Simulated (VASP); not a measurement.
# Al3Ni5 (Cmmm) in VASP: single point with PBEsol

Aim: the single point of Al3Ni5 with PBEsol.

All numbers are computed with VASP 6.6.1; they aren't measurements. Logs are shortened: lines on timing, memory, paths and dates and some standing lists are left out, and cuts for length are marked.

**1. The cell of the first run**

The structure is orthorhombic, space group Cmmm (No. 65). The conventional cell has a = 6.587 Å, b = 7.052 Å, c = 3.720 Å, α = 90.00°, β = 90.00°, γ = 90.00°. Within 3.1 Å of Al (site symmetry mmm) lie 8 Ni at 2.37 to 2.41 Å and 4 Al at 2.71 Å. Within 3.4 Å of Al (site symmetry m2m) lie 10 Ni at 2.39 to 2.49 Å and 5 Al at 2.71 to 3.32 Å. Within 3.3 Å of Ni (site symmetry mmm) lie 8 Ni at 2.41 to 2.60 Å and 6 Al at 2.42 to 3.29 Å. Ni (site symmetry 2/m) has 6 Al at 2.41 to 2.49 Å and 8 Ni at 2.41 to 3.29 Å within 3.3 Å. Within 3.1 Å of Ni (site symmetry 2mm) lie 6 Al at 2.37 to 2.46 Å and 7 Ni at 2.57 to 2.95 Å.

**2. Single point, PBEsol (strain -0.0450 x Voigt [0, 1, 0, 0, 0, 0])**

Input file INCAR:

```
SYSTEM = Al3Ni5
  ALGO = Normal
  EDIFF = 1E-6
  ENCUT = 690
  GGA = PS
  GGA_COMPAT = .FALSE.
  ISIF = 2
  ISMEAR = 0
  LASPH = .TRUE.
  LCHARG = .TRUE.
  LELF = .TRUE.
  LREAL = .FALSE.
  LVHAR = .TRUE.
  LWAVE = .FALSE.
  NBANDS = 60
  NELM = 120
  PREC = Accurate
  SIGMA = 0.15
```

Input file KPOINTS:

```
k-points
0
G
  8 8 10
  0 0 0
```

Input file POSCAR:

```
Al3Ni5
1.0
    3.2933322760     -3.5258004052      0.0000000000
    3.2933322760      3.5258004052      0.0000000000
    0.0000000000      0.0000000000      3.7203545651
Al Ni
3 5
Direct
    0.5000000000      0.5000000000      0.0000000000
    0.7796888787      0.2203111213      0.5000000000
    0.2203111213      0.7796888787      0.5000000000
    0.0000000000      0.0000000000      0.0000000000
    0.0000000000      0.5000000000      0.0000000000
    0.5000000000      0.0000000000      0.0000000000
    0.2762373066      0.2762373066      0.5000000000
    0.7237626934      0.7237626934      0.5000000000
```

Potentials or basis: VASP PAW PBE potentials, release 64 (Al, Ni_sv_GW).

Launch:

```bash
> cat potpaw_PBE.64/Al/POTCAR potpaw_PBE.64/Ni_sv_GW/POTCAR > POTCAR
> mpirun -np 1 vasp_std > vasp.out
```

OUTCAR:

```text
SYSTEM = Al3Ni5
   EDIFF = 1E-6
   ENCUT = 690
   GGA = PS
   ISIF = 2
   ISMEAR = 0
   LASPH = .TRUE.
   LREAL = .FALSE.
   NELM = 120
   PREC = Accurate

 ion  position               nearest neighbor table
   1  0.500  0.500  0.000-   7 2.37   8 2.37   7 2.37   8 2.37   5 2.41   6 2.41   6 2.41   5 2.41
                             2 2.71   3 2.71   2 2.71   3 2.71
   2  0.780  0.220  0.500-   7 2.39   8 2.39   4 2.42   4 2.42   8 2.46   7 2.46   5 2.49   5 2.49
                             6 2.49   6 2.49   1 2.71   1 2.71   3 3.11   3 3.32   3 3.32
   3  0.220  0.780  0.500-   7 2.39   8 2.39   4 2.42   4 2.42   8 2.46   7 2.46   5 2.49   5 2.49
                             6 2.49   6 2.49   1 2.71   1 2.71   2 3.11   2 3.32   2 3.32
   4  0.000  0.000  0.000-   5 2.41   6 2.41   5 2.41   6 2.41   2 2.42   3 2.42   2 2.42   3 2.42
                             7 2.60   8 2.60   7 2.60   8 2.60
   5  0.000  0.500  0.000-   1 2.41   4 2.41   4 2.41   1 2.41   2 2.49   3 2.49   3 2.49   2 2.49
                             7 2.57   8 2.57   7 2.57   8 2.57
   6  0.500  0.000  0.000-   1 2.41   4 2.41   1 2.41   4 2.41   2 2.49   3 2.49   3 2.49   2 2.49
                             7 2.57   8 2.57   7 2.57   8 2.57
   7  0.276  0.276  0.500-   1 2.37   1 2.37   3 2.39   2 2.39   2 2.46   3 2.46   6 2.57   5 2.57
                             5 2.57   6 2.57   4 2.60   4 2.60
   8  0.724  0.724  0.500-   1 2.37   1 2.37   3 2.39   2 2.39   2 2.46   3 2.46   5 2.57   6 2.57
                             6 2.57   5 2.57   4 2.60   4 2.60

  LATTYP: Found a base centered orthorhombic cell.
 ALAT       =     6.5866645520
 B/A-ratio  =     1.0705875113
 C/A-ratio  =     0.5648313400

  Lattice vectors:

 A1 = (   3.2933322760,  -3.5258004052,   0.0000000000)
 A2 = (   3.2933322760,   3.5258004052,   0.0000000000)
 A3 = (   0.0000000000,   0.0000000000,   3.7203545651)

Analysis of symmetry for initial positions (statically):
=====================================================================
 Subroutine PRICEL returns:
 Original cell was already a primitive cell.

 Routine SETGRP: Setting up the symmetry group for a
 base centered orthorhombic supercell.

 Subroutine GETGRP returns: Found  8 space group operations
 (whereof  8 operations were pure point group operations)
 out of a pool of  8 trial point group operations.

The static configuration has the point symmetry D_2h.

Analysis of symmetry for dynamics (positions and initial velocities):
=====================================================================
 Subroutine PRICEL returns:
 Original cell was already a primitive cell.

 Routine SETGRP: Setting up the symmetry group for a
 base centered orthorhombic supercell.

 Subroutine GETGRP returns: Found  8 space group operations
 (whereof  8 operations were pure point group operations)
[... 113 lines left out ...]
   NELM   =    120;   NELMIN=  2; NELMDL= -5     # of ELM steps
   EDIFF  = 0.1E-05   stopping-criterion for ELM
   LREAL  =      F    real-space projection
[... 7 lines left out ...]
   TEBEG  =    0.0;   TEEND  =   0.0 temperature during run
   PSTRESS=    0.0 pullay stress
   NELECT =      99.0000    total number of electrons
   NUPDOWN=      -1.0000    fix difference up-down
   EMIN   =  10.00;   EMAX   =-10.00  energy-range for DOS
   EFERMI =   0.00;   METHOD = LEGACY
   ISMEAR =     0;   SIGMA  =   0.15  broadening in eV -4-tet -1-fermi 0-gaus
   EFERMI_NEDOS =   21; number of points for ismear=-14 and -15
   IALGO  =     38    algorithm
   IMIX   =      4    mixing-type and parameters
     AMIX     =   0.40;   BMIX     =  1.00
     AMIX_MAG =   1.60;   BMIX_MAG =  1.00
  volume/ion in A,a.u.               =      10.80        72.88
  Fermi-wavevector in a.u.,A,eV,Ry     =   1.713105  3.237299 39.929417  2.934729
  Thomas-Fermi vector in A             =   2.790910
   LORBIT       =      0    0 simple, 1 ext, 2 COOP (PROOUT), +10 PAW based schemes
   GGA     = PS    functional components
   LHFCALC =     F    Hartree Fock is set to
   AEXX    =    0.0000 exact exchange contribution
   IVDW    =     0    specifies the selected vdW correction
   LEPSILON=     F    determine dielectric tensor
   LRPA    =     F    only Hartree local field effects (RPA)
 non-spin polarized calculation
 Gauss-broadening in eV      SIGMA  =   0.15
  energy-cutoff  :      690.00
  volume of cell :       86.40
 maximum number of plane-waves:      3594
 NGX is ok and might be reduce to    42
   NGX = 21   NGY = 21   NGZ = 15

 number of electron      98.9999987 magnetization

 Free energy of the ion-electron system (eV)
  ---------------------------------------------------
  ext. energy  EPLUGINS =         0.00000000
  ---------------------------------------------------
  free energy    TOTEN  =       -52.10706521 eV

  energy without entropy =      -52.07208213  energy(sigma->0) =      -52.08957367

 E-fermi :   9.7549     XC(G=0): -13.2663

 val. band max:        9.7433760534   @ k =  -0.3750   0.1250   0.3000
 cond. band min:       9.7702904917   @ k =  -0.1250   0.1250   0.1000
 fundamental gap:      0.0269144383
 Fermi energy:         9.7549239690

 k-point     1 :       0.0000    0.0000    0.0000
  band No.  band energies     occupation
      1     -93.4164      2.00000
      2     -93.4153      2.00000
      3     -93.3135      2.00000
      4     -93.3132      2.00000
      5     -93.1131      2.00000
      6     -54.0180      2.00000
[... 1501 lines left out ...]
     59      16.9517      0.00000
     60      17.7326      0.00000

 [... further k-points ...]
[... 5 lines left out ...]
  --------------------------------------------------------------------------------------
  -------------------------------------------------------------------------------------
  Total        4.5293254      7.0418278      3.0497672      0.0000000      0.0000000      0.0000000
  in kB       83.9917247    130.5835240     56.5548256      0.0000000      0.0000000      0.0000000
  external PRESSURE =      90.3766915 kB  Pullay stress =       0.0000000 kB

 VOLUME and BASIS-vectors are now :
 -----------------------------------------------------------------------------
  energy-cutoff  :      690.00
  volume of cell :       86.40
      direct lattice vectors                 reciprocal lattice vectors
     3.293332276 -3.525800405  0.000000000     0.151821911 -0.141811771  0.000000000
     3.293332276  3.525800405  0.000000000     0.151821911  0.141811771  0.000000000
     0.000000000  0.000000000  3.720354565     0.000000000  0.000000000  0.268791585

 POSITION                                       TOTAL-FORCE (eV/Angst)
 -----------------------------------------------------------------------------------
      3.29333      0.00000      0.00000        -0.000000      0.000000     -0.000000
      3.29333     -1.97225      1.86018         0.000000     -0.044553     -0.000000
      3.29333      1.97225      1.86018         0.000000      0.044553      0.000000
      0.00000      0.00000      0.00000         0.000000      0.000000     -0.000000
      1.64667      1.76290      0.00000         0.000000      0.000000     -0.000000
      1.64667     -1.76290      0.00000         0.000000      0.000000     -0.000000
      1.81948      0.00000      1.86018         0.085500      0.000000     -0.000000
      4.76718      0.00000      1.86018        -0.085500      0.000000     -0.000000
 -----------------------------------------------------------------------------------
    total drift:                                0.000000      0.000000      0.000000

  FREE ENERGIE OF THE ION-ELECTRON SYSTEM (eV)
  ---------------------------------------------------
  free  energy   TOTEN  =       -52.1070652065 eV

  energy  without entropy=      -52.0720821267  energy(sigma->0) =      -52.08957367
```

OSZICAR:

```text
N       E                     dE             d eps       ncg     rms          rms(c)
DAV:   1     0.287350488117E+04    0.28735E+04   -0.49795E+04 22324   0.634E+03
DAV:   2     0.625993179995E+03   -0.22475E+04   -0.21566E+04 20820   0.170E+03
DAV:   3    -0.153297193068E+01   -0.62753E+03   -0.59438E+03 28940   0.119E+03
DAV:   4    -0.635044447172E+02   -0.61971E+02   -0.54450E+02 28460   0.540E+02
DAV:   5    -0.756665983660E+02   -0.12162E+02   -0.11462E+02 28880   0.272E+02    0.472E+01
DAV:   6    -0.938463203042E+02   -0.18180E+02   -0.50859E+02 26984   0.922E+02    0.529E+01
DAV:   7    -0.505124805874E+02    0.43334E+02   -0.16263E+02 23656   0.563E+02    0.619E+00
DAV:   8    -0.523704439022E+02   -0.18580E+01   -0.21750E+01 29832   0.117E+02    0.651E+00
DAV:   9    -0.522983908508E+02    0.72053E-01   -0.16802E+00 27856   0.875E+01    0.518E+00
DAV:  10    -0.521147415599E+02    0.18365E+00   -0.96015E-01 29448   0.468E+01    0.138E+00
DAV:  11    -0.521270452373E+02   -0.12304E-01   -0.14274E-01 27168   0.298E+01    0.176E+00
DAV:  12    -0.521060088437E+02    0.21036E-01   -0.64470E-02 24432   0.212E+01    0.502E-01
DAV:  13    -0.521089829485E+02   -0.29741E-02   -0.24431E-02 27960   0.410E+00    0.420E-01
DAV:  14    -0.521070136645E+02    0.19693E-02   -0.96033E-03 27408   0.429E+00    0.780E-02
DAV:  15    -0.521070575894E+02   -0.43925E-04   -0.94487E-04 28736   0.104E+00    0.339E-02
DAV:  16    -0.521070662723E+02   -0.86830E-05   -0.13747E-04 29632   0.403E-01    0.139E-02
DAV:  17    -0.521070655593E+02    0.71298E-06   -0.25263E-05 28096   0.238E-01    0.819E-03
DAV:  18    -0.521070652065E+02    0.35281E-06   -0.18990E-06 12600   0.944E-02
   1 F= -.52107065E+02 E0= -.52089574E+02  d E =-.349831E-01
```

Wall time 27 min (1 thread of Intel Xeon Platinum 8559C (Emerald Rapids), shared host); peak memory 0.82 GiB.

What came out:

```
Free energy            : -52.1071 eV
Pressure               : 9.0 GPa
Largest force          : 0.086 eV/Å
Band gap on the k mesh : zero (an odd number of electrons rules out a gap without spin polarisation)
```

Forces in eV/Å, atoms in the order of the input:
```
Al   0.000  0.000  0.000
Al   0.000 -0.045  0.000
Al   0.000  0.045  0.000
Ni   0.000  0.000  0.000
Ni   0.000  0.000  0.000
Ni   0.000  0.000  0.000
Ni   0.086  0.000  0.000
Ni  -0.086  0.000  0.000
```

Caveat: the cell differs from its parent crystal (strain -0.0450 x Voigt [0, 1, 0, 0, 0, 0]); the stress differs along the axes, from 6 to 13 GPa; the PAW data sets were made with another functional, which shifts forces and pressure a little. Spin polarisation is off, so any magnetic state and its effect on volume and gap are missing.

The gap in the log of VASP goes by the Fermi energy; the results here count the filled bands.